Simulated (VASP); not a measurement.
# Sb (R-3m) in VASP: settings compared, part 2 of 2

VASP 6.6.1. The steps go on from the part before.

**4. Single point, PBE0**

This run uses another cell than the first one, of 29.00 Å³/atom.

Input file POSCAR:

```
Sb
1.0
    2.1250856202      1.2269187549      3.7072099901
   -2.1250856202      1.2269187549      3.7072099901
    0.0000000000     -2.4538375098      3.7072099901
Sb
2
Direct
    0.7665100000      0.7665100000      0.7665100000
    0.2334900000      0.2334900000      0.2334900000
```

Input file INCAR.step1:

```
PREC = Accurate
ENCUT = 520
EDIFF = 1E-5
ISMEAR = -1
SIGMA = 0.05
LREAL = False
LASPH = True
NELM = 100
ALGO = Normal
ISIF = 2
LWAVE = True
LCHARG = False
NBANDS = 12
GGA = PE
```

Input file INCAR.step2:

```
PREC = Accurate
ENCUT = 520
EDIFF = 1E-6
ISMEAR = -1
SIGMA = 0.05
LREAL = False
LASPH = True
NELM = 100
ALGO = Normal
ISIF = 2
LWAVE = False
LCHARG = False
GGA = PE
LHFCALC = True
AEXX = 0.25
PRECFOCK = Normal
NBANDS = 12
ISTART = 1
```

Input file KPOINTS:

```
regular mesh
0
Gamma
  4 4 4
```

Command:

```console
$ cat potpaw_PBE.64/Sb/POTCAR > POTCAR
$ cp INCAR.step1 INCAR
$ mpirun -np 1 vasp_std > vasp.out
$ cp INCAR.step2 INCAR
$ mpirun -np 1 vasp_std > vasp.out
```

It took 6.3 min on 1 thread of Intel Xeon 6975P-C (Granite Rapids), shared host; peak memory 0.2 GiB.

The run converged. Its results:

* Free energy: -11.3520 eV
* Pressure: 2.3 GPa
* Largest force: 0.232 eV/Å
* Band gap on the k mesh: 0.89 eV (least direct gap 1.09 eV)

Forces on the atoms (eV/Å):
```
Sb   0.000  0.000  0.232
Sb   0.000  0.000 -0.232
```

Stress tensor (GPa, compression positive):
```
2.71 0.00 0.00
0.00 2.71 0.00
0.00 0.00 1.61
```

Levels at points of the mesh, in eV from the valence-band top:
```csv
k point,band 1,band 2,band 3,band 4,band 5,band 6,band 7,band 8,band 9,band 10
"(0.00, 0.00, 0.00)",-14.39,-4.74,-2.37,-2.04,-2.04,3.36,4.16,4.16,6.46,6.46
"(0.50, 0.00, 0.00)",-11.64,-10.83,-2.22,-2.05,-0.21,0.89,1.28,1.53,9.26,9.89
"(0.50, 0.50, 0.00)",-11.58,-8.81,-6.26,-4.38,-4.24,2.55,6.82,7.39,9.17,10.31
"(0.50, 0.50, 0.50)",-12.59,-10.12,-1.48,-1.48,0.00,1.09,1.09,2.22,8.72,10.33
```

Caveat: the k points lie up to 0.45 Å⁻¹ apart; the PAW data sets were made with another functional, which shifts forces and pressure a little; spin-orbit coupling is left out, which moves the levels of the heavy elements. A k mesh can miss the band edges.

**5. Single point, HSE06**

This run uses another cell than the first one, of 29.60 Å³/atom.

Input file POSCAR:

```
Sb
1.0
    2.1397418462      1.2353805309      3.7327777635
   -2.1397418462      1.2353805309      3.7327777635
    0.0000000000     -2.4707610619      3.7327777635
Sb
2
Direct
    0.7665100000      0.7665100000      0.7665100000
    0.2334900000      0.2334900000      0.2334900000
```

Input file INCAR.step1:

```
PREC     = Accurate       # precision mode
ENCUT    = 520            # plane-wave cutoff, eV
EDIFF    = 1E-5           # SCF threshold, eV
ISMEAR   = -1             # smearing method
SIGMA    = 0.05           # smearing width, eV
LREAL    = F              # projectors in reciprocal space
LASPH    = T              # aspherical terms in the spheres
NELM     = 80             # most SCF steps
ALGO     = Normal         # electronic algorithm
ISIF     = 2              # what is computed and relaxed
LWAVE    = T              # write WAVECAR
LCHARG   = F              # write CHGCAR
GGA      = PE             # functional
NBANDS   = 12             # bands
```

Input file INCAR.step2:

```
PREC     = Accurate       # precision mode
ENCUT    = 520            # plane-wave cutoff, eV
EDIFF    = 1E-6           # SCF threshold, eV
ISMEAR   = -1             # smearing method
SIGMA    = 0.05           # smearing width, eV
LREAL    = F              # projectors in reciprocal space
LASPH    = T              # aspherical terms in the spheres
NELM     = 80             # most SCF steps
ALGO     = Normal         # electronic algorithm
ISIF     = 2              # what is computed and relaxed
LWAVE    = F              # write WAVECAR
LCHARG   = F              # write CHGCAR
GGA      = PE             # functional
LHFCALC  = T              # exact exchange
HFSCREEN = 0.2079         # screening, 1/A
PRECFOCK = Normal       
ISTART   = 1            
NBANDS   = 12             # bands
```

KPOINTS is that of step 4.

Potentials or basis: VASP PAW PBE potentials, release 64 (Sb).

Command:

```console
$ cat potpaw_PBE.64/Sb/POTCAR > POTCAR
$ cp INCAR.step1 INCAR
$ mpirun -np 1 vasp_std > vasp.out
$ cp INCAR.step2 INCAR
$ mpirun -np 1 vasp_std > vasp.out
```

OUTCAR:

```text
PREC = Accurate
   ENCUT = 520
   EDIFF = 1E-6
   ISMEAR = -1
   LREAL = F
   LASPH = T
   NELM = 80
   ISIF = 2
   GGA = PE
   LHFCALC = T
   HFSCREEN = 0.2079
   PRECFOCK = Normal
   ISTART = 1

 ion  position               nearest neighbor table
   1  0.767  0.767  0.767-   2 2.89   2 2.89   2 2.89   2 3.33   2 3.33   2 3.33
   2  0.233  0.233  0.233-   1 2.89   1 2.89   1 2.89   1 3.33   1 3.33   1 3.33

  LATTYP: Found a trigonal (rhomboedric) cell.
 ALAT       =     4.4764148664
 COS(alpha) =     0.5430253624

  Lattice vectors:

 A1 = (   2.1397418462,   1.2353805309,   3.7327777635)
 A2 = (  -2.1397418462,   1.2353805309,   3.7327777635)
 A3 = (   0.0000000000,  -2.4707610619,   3.7327777635)

Analysis of symmetry for initial positions (statically):
=====================================================================
 Subroutine PRICEL returns:
 Original cell was already a primitive cell.

 Routine SETGRP: Setting up the symmetry group for a
 trigonal (rhombohedral) supercell.

 Subroutine GETGRP returns: Found 12 space group operations
 (whereof 12 operations were pure point group operations)
 out of a pool of 12 trial point group operations.

The static configuration has the point symmetry D_3d.

Analysis of symmetry for dynamics (positions and initial velocities):
=====================================================================
 Subroutine PRICEL returns:
 Original cell was already a primitive cell.

 Routine SETGRP: Setting up the symmetry group for a
 trigonal (rhombohedral) supercell.

 Subroutine GETGRP returns: Found 12 space group operations
 (whereof 12 operations were pure point group operations)
 out of a pool of 12 trial point group operations.

The dynamic configuration has the point symmetry D_3d.

[... 116 lines left out ...]
   NKREDY  =     1    reduce k-point grid by
   NKREDZ  =     1    reduce k-point grid by
   AEXX    =    0.2500 exact exchange contribution
   HFSCREEN=    0.2079 screening length (either q_TF or 0.3 A-1)
   HFSCREENC=   0.2079 screening length for correlation (either q_TF or 0.3 A-1)
   ENCUTFOCK=  -1.0 apply spherical cutoff to Coloumb kernel
   IVDW    =     0    specifies the selected vdW correction
   LEPSILON=     F    determine dielectric tensor
   LRPA    =     F    only Hartree local field effects (RPA)
 non-spin polarized calculation
  energy-cutoff  :      520.00
  volume of cell :       59.20
 maximum number of plane-waves:      1608
 NGX is ok and might be reduce to    36
  NGX = 28; NGY = 28; NGZ = 28

 number of electron      10.0000000 magnetization

 Free energy of the ion-electron system (eV)
  ---------------------------------------------------
  ext. energy  EPLUGINS =         0.00000000
  ---------------------------------------------------
  free energy    TOTEN  =       -10.19774946 eV

  energy without entropy =      -10.19646991  energy(sigma->0) =      -10.19710969

 E-fermi :   7.2195     XC(G=0):  -8.0257

 val. band max:        7.0981719557   @ k =   0.5000   0.5000   0.5000
 cond. band min:       7.3893359733   @ k =   0.5000  -0.0000   0.0000
 fundamental gap:      0.2911640176
 Fermi energy:         7.2195010856

 k-point     1 :       0.0000    0.0000    0.0000
  band No.  band energies     occupation
      1      -6.9491      2.00000
      2       2.3402      2.00000
      3       4.8938      2.00000
      4       5.2091      2.00000
      5       5.2091      2.00000
      6       9.8327      0.00000
      7      10.5744      0.00000
      8      10.5744      0.00000
      9      12.9430      0.00000
     10      12.9430      0.00000
     11      13.1439      0.00000
     12      14.5353      0.00000
[... 166 lines left out ...]
 k-point    13 :       0.5000    0.5000    0.5000
  band No.  band energies     occupation
      1      -5.1926      2.00000
      2      -2.7481      2.00000
      3       5.7434      2.00000
      4       5.7434      2.00000
      5       7.0982      1.83766
      6       7.6304      0.00054
      7       7.6304      0.00054
      8       8.6895      0.00000
      9      15.1167      0.00000
     10      16.7374      0.00000
     11      16.7374      0.00000
     12      17.2860      0.00000

------------------------ aborting loop because EDIFF is reached ----------------------------------------

  FORCE on cell =-STRESS in cart. coord.  units (eV):
  Direction    XX          YY          ZZ          XY          YZ          ZX
  --------------------------------------------------------------------------------------
  -------------------------------------------------------------------------------------
  Total        0.5012475      0.5012475      0.1922989      0.0000000     -0.0000000      0.0000000
  in kB       13.5649228     13.5649228      5.2040549      0.0000000     -0.0000000      0.0000000
  external PRESSURE =      10.7779668 kB  Pullay stress =       0.0000000 kB

 VOLUME and BASIS-vectors are now :
 -----------------------------------------------------------------------------
  energy-cutoff  :      520.00
  volume of cell :       59.20
      direct lattice vectors                 reciprocal lattice vectors
     2.139741846  1.235380531  3.732777764     0.233673048  0.134911197  0.089299003
    -2.139741846  1.235380531  3.732777764    -0.233673048  0.134911197  0.089299003
     0.000000000 -2.470761062  3.732777764     0.000000000 -0.269822395  0.089299003

 POSITION                                       TOTAL-FORCE (eV/Angst)
 -----------------------------------------------------------------------------------
      0.00000     -0.00000      8.58363         0.000000     -0.000000      0.294546
      0.00000     -0.00000      2.61470         0.000000      0.000000     -0.294546
 -----------------------------------------------------------------------------------
    total drift:                                0.000000     -0.000000      0.000000

  FREE ENERGIE OF THE ION-ELECTRON SYSTEM (eV)
  ---------------------------------------------------
  free  energy   TOTEN  =       -10.1977494628 eV

  energy  without entropy=      -10.1964699128  energy(sigma->0) =      -10.19710969
```

OUTCAR.step1:

```text
PREC = Accurate
   ENCUT = 520
   EDIFF = 1E-5
   ISMEAR = -1
   LREAL = F
[... 404 lines left out ...]
      0.00000     -0.00000      8.58363         0.000000      0.000000     -0.074559
      0.00000     -0.00000      2.61470         0.000000     -0.000000      0.074559
 -----------------------------------------------------------------------------------
    total drift:                                0.000000     -0.000000     -0.000000

  FREE ENERGIE OF THE ION-ELECTRON SYSTEM (eV)
  ---------------------------------------------------
  free  energy   TOTEN  =        -8.2741077810 eV

  energy  without entropy=       -8.2687040623  energy(sigma->0) =       -8.27140592
```

OSZICAR.step1:

```text
N       E                     dE             d eps       ncg     rms          rms(c)
DAV:   1     0.335764221975E+02    0.33576E+02   -0.35185E+03   312   0.651E+02
DAV:   2    -0.650396529391E+01   -0.40080E+02   -0.38500E+02   448   0.105E+02
DAV:   3    -0.826362839168E+01   -0.17597E+01   -0.17181E+01   380   0.237E+01
DAV:   4    -0.827754044398E+01   -0.13912E-01   -0.13911E-01   344   0.261E+00
DAV:   5    -0.827770221394E+01   -0.16177E-03   -0.16177E-03   388   0.306E-01    0.311E+00
DAV:   6    -0.827515716489E+01    0.25450E-02   -0.26714E-03   360   0.335E-01    0.188E+00
DAV:   7    -0.827396907854E+01    0.11881E-02   -0.67745E-03   380   0.520E-01    0.700E-02
DAV:   8    -0.827409444236E+01   -0.12536E-03   -0.39439E-04   360   0.122E-01    0.130E-02
DAV:   9    -0.827410639870E+01   -0.11956E-04   -0.20383E-05   384   0.297E-02    0.817E-03
DAV:  10    -0.827410778104E+01   -0.13823E-05   -0.68158E-06   272   0.140E-02
   1 F= -.82741078E+01 E0= -.82714059E+01  d E =-.540372E-02
```

Wall time 7.1 min (1 thread of Intel Xeon 6975P-C (Granite Rapids), shared host); peak memory 0.3 GiB.

What came out:

- Free energy: -10.1977 eV
- Pressure: 1.1 GPa
- Largest force: 0.295 eV/Å

Forces in eV/Å, atoms in the order of the input:
```
Sb   0.000  0.000  0.295
Sb   0.000  0.000 -0.295
```

Stress tensor (GPa, compression positive):
```
1.36 0.00 0.00
0.00 1.36 0.00
0.00 0.00 0.52
```

Levels at points of the mesh, in eV from the Fermi level:
```
           k point  band 2  band 3  band 4  band 5  band 6  band 7  band 8  band 9
(0.00, 0.00, 0.00)   -4.88   -2.33   -2.01   -2.01    2.61    3.35    3.35    5.72
(0.50, 0.00, 0.00)  -10.68   -2.19   -2.03   -0.26    0.17    0.57    0.83    8.46
(0.50, 0.50, 0.00)   -8.74   -6.10   -4.25   -4.12    1.90    5.91    6.49    8.16
(0.50, 0.50, 0.50)   -9.97   -1.48   -1.48   -0.12    0.41    0.41    1.47    7.90
```

Caveat: the k points lie up to 0.45 Å⁻¹ apart; the PAW data sets were made with another functional, which shifts forces and pressure a little; spin-orbit coupling is left out, which moves the levels of the heavy elements.

**6. Single point, PBE0**

This run uses another cell than the first one, of 29.60 Å³/atom.

POSCAR is that of step 5.

Input file INCAR.step1:

```
PREC = Accurate
ENCUT = 520
EDIFF = 1E-5
ISMEAR = -1
SIGMA = 0.05
LREAL = False
LASPH = True
NELM = 80
ALGO = Normal
ISIF = 2
LWAVE = True
LCHARG = False
GGA = PE
NBANDS = 12
```

Input file INCAR.step2:

```
PREC = Accurate
ENCUT = 520
EDIFF = 1E-7
ISMEAR = -1
SIGMA = 0.05
LREAL = False
LASPH = True
NELM = 80
ALGO = Normal
ISIF = 2
LWAVE = False
LCHARG = False
GGA = PE
LHFCALC = True
AEXX = 0.25
PRECFOCK = Normal
ISTART = 1
NBANDS = 12
```

Input file KPOINTS:

```
Automatic mesh
0
Gamma
  4 4 4
```

Potentials or basis: VASP PAW PBE potentials, release 64 (Sb).

Command:

```console
$ cat potpaw_PBE.64/Sb/POTCAR > POTCAR
$ cp INCAR.step1 INCAR
$ mpirun -np 1 vasp_std > vasp.out
$ cp INCAR.step2 INCAR
$ mpirun -np 1 vasp_std > vasp.out
```

It took 7.1 min on 1 thread of Intel Xeon 6975P-C (Granite Rapids), shared host; peak memory 0.2 GiB.

The run converged. Its results:

* Free energy: -11.3642 eV
* Pressure: 0.9 GPa
* Largest force: 0.349 eV/Å
* Band gap on the k mesh: 0.91 eV (least direct gap 1.07 eV)

Forces in eV/Å, atoms in the order of the input:
```
Sb   0.000  0.000  0.349
Sb   0.000  0.000 -0.349
```

Stress tensor (GPa, compression positive):
```
1.18 0.00 0.00
0.00 1.18 0.00
0.00 0.00 0.37
```

Levels at points of the mesh, in eV from the valence-band top:
```csv
k point,band 1,band 2,band 3,band 4,band 5,band 6,band 7,band 8,band 9,band 10
"(0.00, 0.00, 0.00)",-14.17,-4.83,-2.27,-1.95,-1.95,3.39,4.16,4.16,6.51,6.51
"(0.50, 0.00, 0.00)",-11.49,-10.68,-2.12,-1.97,-0.16,0.91,1.32,1.59,9.26,9.87
"(0.50, 0.50, 0.00)",-11.44,-8.73,-6.10,-4.23,-4.10,2.66,6.74,7.31,9.00,10.30
"(0.50, 0.50, 0.50)",-12.42,-9.97,-1.40,-1.40,0.00,1.15,1.15,2.20,8.70,10.33
```

Caveat: the k points lie up to 0.45 Å⁻¹ apart; the PAW data sets were made with another functional, which shifts forces and pressure a little; spin-orbit coupling is left out, which moves the levels of the heavy elements.

**7. Summary**

```csv
level,cell,screening parameter,gap on the mesh (eV),pressure (GPa),largest force (eV/Å)
HSE06,"a = 4.507 Å, angles 57.1°, 2 atoms, atomic positions A",0.2079 1/Å,-,-0.2,0.40
PBEsol-based global hybrid with 25 % exact exchange,"a = 4.496 Å, angles 57.3°, 2 atoms, atomic positions B",-,0.93,-1.0,0.04
PBE0,"a = 4.446 Å, angles 57.1°, 2 atoms, atomic positions A",-,0.89,2.3,0.23
HSE06,"a = 4.476 Å, angles 57.1°, 2 atoms, atomic positions A",0.2079 1/Å,-,1.1,0.29
PBE0,"a = 4.476 Å, angles 57.1°, 2 atoms, atomic positions A",-,0.91,0.9,0.35
```

Alike in all rows: task single point; potentials or basis VASP PAW PBE potentials, release 64 (Sb); no spin polarisation; k mesh 4 × 4 × 4; cutoff (eV) 520; smearing fermi-dirac 0.05 eV.

Caveats: all runs use coarse meshes; the PAW data sets were made with another functional, which shifts forces and pressure a little; spin-orbit coupling is left out, which moves the levels of the heavy elements.

Total energies depend on the potentials used, so only differences within one code and one set of settings carry meaning.
